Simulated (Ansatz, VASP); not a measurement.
## One calculation of BaTiO3, two programs

File INCAR:

```
ALGO = Normal
EDIFF = 1E-6
ENCUT = 520
GGA = PE
ISIF = 2
ISMEAR = -1
LASPH = T
LCHARG = T
LELF = T
LREAL = F
LVHAR = T
LWAVE = F
NBANDS = 28
NELM = 60
PREC = Accurate
SIGMA = 0.05
```

File KPOINTS:

```
k-points
0
Gamma
  7 7 7
```

The input POSCAR:

```
BaTiO3
1.0
    2.8463949850      1.6433669074      2.3330812733
   -2.8463949850      1.6433669074      2.3330812733
    0.0000000000     -3.2867338148      2.3330812733
Ba Ti O
1 1 3
Direct
    0.0334731600      0.9884685300      0.0018377600
    0.5061032600      0.5274847800      0.5372321600
    0.4862471500      0.4971470800      0.9711514600
    0.4740898700      0.9864150100      0.4720123700
    0.9787865600      0.4791845900      0.4964662400
```

The input input.yaml:

```yaml
crystal:
  lattice:
    - [2.846394985, 1.6433669074, 2.3330812733]
    - [-2.846394985, 1.6433669074, 2.3330812733]
    - [0.0, -3.2867338148, 2.3330812733]
  atoms:
    - { symbol: Ba, position: [0.03347316, 0.98846853, 0.00183776] }
    - { symbol: Ti, position: [0.50610326, 0.52748478, 0.53723216] }
    - { symbol: O, position: [0.48624715, 0.49714708, 0.97115146] }
    - { symbol: O, position: [0.47408987, 0.98641501, 0.47201237] }
    - { symbol: O, position: [0.97878656, 0.47918459, 0.49646624] }
kpoints:
  mp_grid: { grid: [7, 7, 7] }
scf:
  occupations: { method: fermi_dirac, width: 0.05 }
hamiltonian:
  xc: pbe
  pseudopotentials: { kind: all_electron, lapw: { basis_error: 0.001 } }
output:
  forces: true
  stress: true
  eigenvalues: true
```

Change from the starting cell: volume scaled by 1.02.

Alike in both runs: task single point; functional PBE; k mesh 7 × 7 × 7; occupations fermi-dirac, width 0.05 eV; no spin polarisation.

|  | VASP | Ansatz |
| --- | --- | --- |
| version | VASP 6.6.1 | Ansatz 0.2.0 |
| potentials or method | VASP PAW PBE potentials, release 64 (Ba_sv, Ti_sv, O), cutoff 520 eV | all-electron LAPW, scalar-relativistic |

```tsv
	VASP	Ansatz	Ansatz less VASP
gap on the k mesh at the Fermi level (eV)	2.69	2.72	+0.023
least direct gap on the mesh (eV)	3.25	3.27	+0.015
pressure (GPa)	7.6	5.8	-1.81
traceless stress, the component that is largest in VASP (GPa)	-4.37	-4.15	+0.217
rms of the force components (eV/Å)	0.723	0.667	-0.0558
```

Atom by atom the forces differ by 0.066 eV/Å (rms over components). Ansatz ran all-electron here, and VASP with PAW potentials.

Spin-orbit coupling is off throughout.
